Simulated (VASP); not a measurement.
# CdI2 (P-3m1) in VASP: further runs

CdI2 is run at these levels: r2SCAN; tasks: single point, relaxation of cell and atoms.

All numbers are computed with VASP 6.6.1; they aren't measurements. Logs are shortened: lines on timing, memory, paths and dates and some standing lists are left out, and cuts for length are marked.

## Step 1: The cell of the first run

Symmetry: P-3m1, No. 164, trigonal system. Conventional cell: a = 4.314 Å, b = 4.314 Å, c = 7.527 Å, α = 90.00°, β = 90.00°, γ = 120.00°. Within 4.0 Å of Cd (site symmetry -3m) lie 6 I at 3.02 Å. Within 4.0 Å of I (site symmetry 3m) lie 3 Cd at 3.02 Å.

## Step 2: Single point, r2SCAN (40.43 Å³/atom)

POSCAR reads:

```
CdI2
1.0
    4.3137206039      0.0000000000      0.0000000000
   -2.1568603019      3.7357916278      0.0000000000
    0.0000000000      0.0000000000      7.5269209809
Cd I
1 2
Direct
    0.0000000000      0.0000000000      0.0000000000
    0.3333333333      0.6666666667      0.2273082019
    0.6666666667      0.3333333333      0.7726917981
```

INCAR.step1 reads:

```
SYSTEM = CdI2
  ALGO = Normal
  EDIFF = 1E-5
  ENCUT = 550
  GGA = PE
  GGA_COMPAT = .FALSE.
  ISMEAR = 0
  LASPH = .TRUE.
  LCHARG = .FALSE.
  LREAL = .FALSE.
  LWAVE = .TRUE.
  NBANDS = 20
  NELM = 120
  PREC = Accurate
  SIGMA = 0.02
```

INCAR.step2 reads:

```
SYSTEM = CdI2
  ALGO = Normal
  EDIFF = 1E-6
  ENCUT = 550
  GGA_COMPAT = .FALSE.
  ISIF = 2
  ISMEAR = 0
  ISTART = 1
  LASPH = .TRUE.
  LCHARG = .TRUE.
  LELF = .TRUE.
  LMIXTAU = .TRUE.
  LREAL = .FALSE.
  LVHAR = .TRUE.
  LWAVE = .FALSE.
  METAGGA = R2SCAN
  NBANDS = 20
  NELM = 120
  PREC = Accurate
  SIGMA = 0.02
```

KPOINTS reads:

```
k-points
0
G
  6 6 4
  0 0 0
```

Potentials or basis: VASP PAW PBE potentials, release 64 (Cd, I).

On the command line:

```sh
> cat potpaw_PBE.64/Cd/POTCAR potpaw_PBE.64/I/POTCAR > POTCAR
> cp INCAR.step1 INCAR
> mpirun -np 1 vasp_std > vasp.out
> cp INCAR.step2 INCAR
> mpirun -np 1 vasp_std > vasp.out
```

OUTCAR:

```text
SYSTEM = CdI2
   EDIFF = 1E-6
   ENCUT = 550
   ISIF = 2
   ISMEAR = 0
   ISTART = 1
   LASPH = .TRUE.
   LREAL = .FALSE.
   METAGGA = R2SCAN
   NELM = 120
   PREC = Accurate

 ion  position               nearest neighbor table
   1  0.000  0.000  0.000-   2 3.02   3 3.02   2 3.02   3 3.02   3 3.02   2 3.02
   2  0.333  0.667  0.227-   1 3.02   1 3.02   1 3.02
   3  0.667  0.333  0.773-   1 3.02   1 3.02   1 3.02

  LATTYP: Found a hexagonal cell.
 ALAT       =     4.3137206039
 C/A-ratio  =     1.7448791130

  Lattice vectors:

 A1 = (   4.3137206039,   0.0000000000,   0.0000000000)
 A2 = (  -2.1568603019,   3.7357916278,   0.0000000000)
 A3 = (   0.0000000000,   0.0000000000,   7.5269209809)

Analysis of symmetry for initial positions (statically):
=====================================================================
 Subroutine PRICEL returns:
 Original cell was already a primitive cell.

 Routine SETGRP: Setting up the symmetry group for a
 hexagonal supercell.

 Subroutine GETGRP returns: Found 12 space group operations
 (whereof 12 operations were pure point group operations)
 out of a pool of 24 trial point group operations.

The static configuration has the point symmetry D_3d.

Analysis of symmetry for dynamics (positions and initial velocities):
=====================================================================
 Subroutine PRICEL returns:
 Original cell was already a primitive cell.

 Routine SETGRP: Setting up the symmetry group for a
 hexagonal supercell.

 Subroutine GETGRP returns: Found 12 space group operations
 (whereof 12 operations were pure point group operations)
 out of a pool of 24 trial point group operations.

The dynamic configuration has the point symmetry D_3d.

 Subroutine INISYM returns: Found 12 space group operations
 (whereof 12 operations are pure point group operations),
 and found     1 'primitive' translations

----------------------------------------------------------------------------------------

                                     Primitive cell

  volume of cell :     121.2975

  direct lattice vectors                    reciprocal lattice vectors
     4.313720604  0.000000000  0.000000000     0.231818444  0.133840441  0.000000000
    -2.156860302  3.735791628  0.000000000     0.000000000  0.267680883  0.000000000
     0.000000000  0.000000000  7.526920981     0.000000000  0.000000000  0.132856450

  length of vectors
     4.313720604  4.313720604  7.526920981     0.267680883  0.267680883  0.132856450

  position of ions in fractional coordinates (direct lattice)
     0.000000000  0.000000000  0.000000000
     0.333333333  0.666666667  0.227308202
     0.666666667  0.333333333  0.772691798

  ion indices of the primitive-cell ions
   primitive index   ion index
                 1           1
                 2           2
                 3           3

----------------------------------------------------------------------------------------

 KPOINTS: k-points

Automatic generation of k-mesh.
 Grid dimensions read from file:
 generate k-points for:    6    6    4

 Generating k-lattice:

  Cartesian coordinates                     Fractional coordinates (reciprocal lattice)
     0.038636407  0.022306740  0.000000000     0.166666667  0.000000000  0.000000000
     0.000000000  0.044613480  0.000000000     0.000000000  0.166666667  0.000000000
     0.000000000  0.000000000  0.033214112     0.000000000  0.000000000  0.250000000

  Length of vectors
     0.044613480  0.044613480  0.033214112

  Shift w.r.t. Gamma in fractional coordinates (k-lattice)
     0.000000000  0.000000000  0.000000000

 Subroutine IBZKPT returns following result:
 ===========================================

 Found     24 irreducible k-points:

 Following reciprocal coordinates:
            Coordinates               Weight
  0.000000  0.000000  0.000000      1.000000
  0.166667  0.000000  0.000000      6.000000
  0.333333  0.000000  0.000000      6.000000
  0.500000  0.000000  0.000000      3.000000
  0.166667  0.166667  0.000000      6.000000
  0.333333  0.166667  0.000000     12.000000
[... 16 lines left out ...]
  0.333333  0.166667  0.500000     12.000000
  0.333333  0.333333  0.500000      2.000000
   k-points           NKPTS =     24   k-points in BZ     NKDIM =     24   number of bands    NBANDS=     20
   number of dos      NEDOS =    301   number of ions     NIONS =      3
   total plane-waves  NPLWV =  77760
   dimension x,y,z NGX =    36 NGY =   36 NGZ =   60
   dimension x,y,z NGXF=    72 NGYF=   72 NGZF=  120
   ions per type =               1   2
   NGX,Y,Z   is equivalent  to a cutoff of  13.87, 13.87, 13.25 a.u.
   NGXF,Y,Z  is equivalent  to a cutoff of  27.75, 27.75, 26.50 a.u.
 SYSTEM =  CdI2
   PREC   = accura    normal or accurate (medium, high low for compatibility)
   ISTART =      1    job   : 0-new  1-cont  2-samecut
   ICHARG =      0    charge: 1-file 2-atom 10-const
   ISPIN  =      1    spin polarized calculation?
   LNONCOLLINEAR =      F non collinear calculations
   LSORBIT =      F    spin-orbit coupling
   LASPH  =      T    aspherical Exc in radial PAW
   ENCUT  =  550.0 eV  40.42 Ry    6.36 a.u.   8.25  8.25 14.39*2*pi/ulx,y,z
   NELM   =    120;   NELMIN=  2; NELMDL=  0     # of ELM steps
   EDIFF  = 0.1E-05   stopping-criterion for ELM
   LREAL  =      F    real-space projection
[... 7 lines left out ...]
   TEBEG  =    0.0;   TEEND  =   0.0 temperature during run
   PSTRESS=    0.0 pullay stress
   NELECT =      26.0000    total number of electrons
   NUPDOWN=      -1.0000    fix difference up-down
   EMIN   =  10.00;   EMAX   =-10.00  energy-range for DOS
   EFERMI =   0.00;   METHOD = LEGACY
   ISMEAR =     0;   SIGMA  =   0.02  broadening in eV -4-tet -1-fermi 0-gaus
   EFERMI_NEDOS =   21; number of points for ismear=-14 and -15
   IALGO  =     38    algorithm
   IMIX   =      4    mixing-type and parameters
     AMIX     =   0.40;   BMIX     =  1.00
     AMIX_MAG =   1.60;   BMIX_MAG =  1.00
  volume/ion in A,a.u.               =      40.43       272.85
  Fermi-wavevector in a.u.,A,eV,Ry     =   0.979750  1.851459 13.060369  0.959910
  Thomas-Fermi vector in A             =   2.110627
   LORBIT       =      0    0 simple, 1 ext, 2 COOP (PROOUT), +10 PAW based schemes
   METAGGA = R2SCAN    functional components
   LHFCALC =     F    Hartree Fock is set to
   AEXX    =    0.0000 exact exchange contribution
   IVDW    =     0    specifies the selected vdW correction
   LEPSILON=     F    determine dielectric tensor
   LRPA    =     F    only Hartree local field effects (RPA)
 non-spin polarized calculation
 Gauss-broadening in eV      SIGMA  =   0.02
  energy-cutoff  :      550.00
  volume of cell :      121.30
 maximum number of plane-waves:      3576
 NGX is ok and might be reduce to    36
   NGX = 17   NGY = 17   NGZ = 29

 number of electron      25.9999997 magnetization

 Free energy of the ion-electron system (eV)
  ---------------------------------------------------
  ext. energy  EPLUGINS =         0.00000000
  ---------------------------------------------------
  free energy    TOTEN  =       -71.36655093 eV

  energy without entropy =      -71.36655093  energy(sigma->0) =      -71.36655093

 E-fermi :   0.7512     XC(G=0):  -8.3062

 val. band max:        0.6005940951   @ k =   0.1667   0.0000   0.2500
 cond. band min:       3.4686159239   @ k =   0.5000   0.0000   0.5000
 fundamental gap:      2.8680218287
 Fermi energy:         0.7512098618

 k-point     1 :       0.0000    0.0000    0.0000
  band No.  band energies     occupation
      1     -11.5647      2.00000
      2     -10.9969      2.00000
      3      -7.1280      2.00000
      4      -7.1280      2.00000
      5      -7.0024      2.00000
      6      -6.9385      2.00000
[... 12 lines left out ...]
     19      10.0873      0.00000
     20      10.2031      0.00000

 k-point     2 :       0.1667    0.0000    0.0000
  band No.  band energies     occupation
      1     -11.4423      2.00000
      2     -10.9760      2.00000
      3      -7.1116      2.00000
      4      -7.0658      2.00000
      5      -6.9803      2.00000
      6      -6.9425      2.00000
[... 12 lines left out ...]
     19       9.4325      0.00000
     20       9.7005      0.00000

 k-point     3 :       0.3333    0.0000    0.0000
  band No.  band energies     occupation
      1     -11.1676      2.00000
      2     -10.9410      2.00000
      3      -7.0942      2.00000
      4      -7.0077      2.00000
      5      -6.9358      2.00000
      6      -6.9083      2.00000
[... 12 lines left out ...]
     19       9.3544      0.00000
     20       9.8827      0.00000

 k-point     4 :       0.5000    0.0000    0.0000
  band No.  band energies     occupation
      1     -10.9823      2.00000
      2     -10.9570      2.00000
      3      -7.0931      2.00000
      4      -7.0154      2.00000
      5      -6.9225      2.00000
      6      -6.8864      2.00000
[... 12 lines left out ...]
     19       9.8623      0.00000
     20      10.1817      0.00000

 k-point     5 :       0.1667    0.1667    0.0000
  band No.  band energies     occupation
      1     -11.2428      2.00000
      2     -10.9469      2.00000
      3      -7.0872      2.00000
      4      -6.9941      2.00000
      5      -6.9566      2.00000
      6      -6.9165      2.00000
[... 12 lines left out ...]
     19       8.5893      0.00000
     20       9.9811      0.00000
[... 353 lines left out ...]
      6      -6.8864      2.00000
[... 12 lines left out ...]
     19      10.3649      0.00000
     20      10.5760      0.00000

 k-point    22 :       0.1667    0.1667    0.5000
  band No.  band energies     occupation
      1     -11.2039      2.00000
      2     -10.9898      2.00000
      3      -7.0858      2.00000
      4      -6.9982      2.00000
      5      -6.9558      2.00000
      6      -6.9221      2.00000
[... 12 lines left out ...]
     19       9.3611      0.00000
     20       9.8155      0.00000

 k-point    23 :       0.3333    0.1667    0.5000
  band No.  band energies     occupation
      1     -10.9979      2.00000
      2     -10.9427      2.00000
      3      -7.0501      2.00000
      4      -6.9904      2.00000
      5      -6.9263      2.00000
      6      -6.8992      2.00000
[... 12 lines left out ...]
     19       9.4802      0.00000
     20      10.4558      0.00000

 k-point    24 :       0.3333    0.3333    0.5000
  band No.  band energies     occupation
      1     -10.9273      2.00000
      2     -10.9273      2.00000
      3      -6.9653      2.00000
      4      -6.9653      2.00000
      5      -6.9117      2.00000
      6      -6.8940      2.00000
[... 12 lines left out ...]
     19       9.9440      0.00000
     20      10.0342      0.00000

------------------------ aborting loop because EDIFF is reached ----------------------------------------

  FORCE on cell =-STRESS in cart. coord.  units (eV):
  Direction    XX          YY          ZZ          XY          YZ          ZX
  --------------------------------------------------------------------------------------
  -------------------------------------------------------------------------------------
  Total       -0.2315999     -0.2315999     -0.1856904     -0.0000000      0.0000000      0.0000000
  in kB       -3.0591234     -3.0591234     -2.4527201     -0.0000000      0.0000000      0.0000000
  external PRESSURE =      -2.8569890 kB  Pullay stress =       0.0000000 kB

 VOLUME and BASIS-vectors are now :
 -----------------------------------------------------------------------------
  energy-cutoff  :      550.00
  volume of cell :      121.30
      direct lattice vectors                 reciprocal lattice vectors
     4.313720604  0.000000000  0.000000000     0.231818444  0.133840441  0.000000000
    -2.156860302  3.735791628  0.000000000     0.000000000  0.267680883  0.000000000
     0.000000000  0.000000000  7.526920981     0.000000000  0.000000000  0.132856450

 POSITION                                       TOTAL-FORCE (eV/Angst)
 -----------------------------------------------------------------------------------
      0.00000      0.00000      0.00000        -0.000000      0.000000      0.000000
     -0.00000      2.49053      1.71093         0.000000     -0.000000      0.012015
      2.15686      1.24526      5.81599        -0.000000      0.000000     -0.012015
 -----------------------------------------------------------------------------------
    total drift:                               -0.000000      0.000000     -0.000000

  FREE ENERGIE OF THE ION-ELECTRON SYSTEM (eV)
  ---------------------------------------------------
  free  energy   TOTEN  =       -71.3665509306 eV

  energy  without entropy=      -71.3665509306  energy(sigma->0) =      -71.36655093
```

Wall time 2.3 min (1 thread of Intel Xeon 6975P-C (Granite Rapids), shared host); peak memory 0.31 GiB.

What came out:

- Free energy: -71.3666 eV
- Pressure: -0.3 GPa
- Largest force: 0.012 eV/Å
- Band gap on the k mesh: 2.87 eV (least direct gap 3.10 eV)

Forces on the atoms (eV/Å):
```
Cd   0.000  0.000  0.000
I    0.000  0.000  0.012
I    0.000  0.000 -0.012
```

Levels at points of the mesh, in eV from the valence-band top:
```
           k point  band 9  band 10  band 11  band 12  band 13  band 14  band 15  band 16  band 17  band 18
(0.00, 0.00, 0.00)   -0.33    -0.27    -0.27    -0.05    -0.05     3.07     5.13     6.85     6.85     8.13
(0.50, 0.00, 0.00)   -2.66    -1.56    -1.33    -0.44    -0.14     3.00     5.68     6.72     7.33     7.87
(0.00, 0.00, 0.50)   -1.10    -0.30    -0.30    -0.01    -0.01     3.78     5.12     6.77     6.77     8.03
(0.50, 0.00, 0.50)   -2.82    -1.27    -1.22    -0.39    -0.24     2.87     5.65     6.57     7.03     7.73
```

Caveat: the PAW data sets were made with another functional, which shifts forces and pressure a little; spin-orbit coupling is left out, which moves the levels of the heavy elements.

(Part 1 of 2 ends here.)
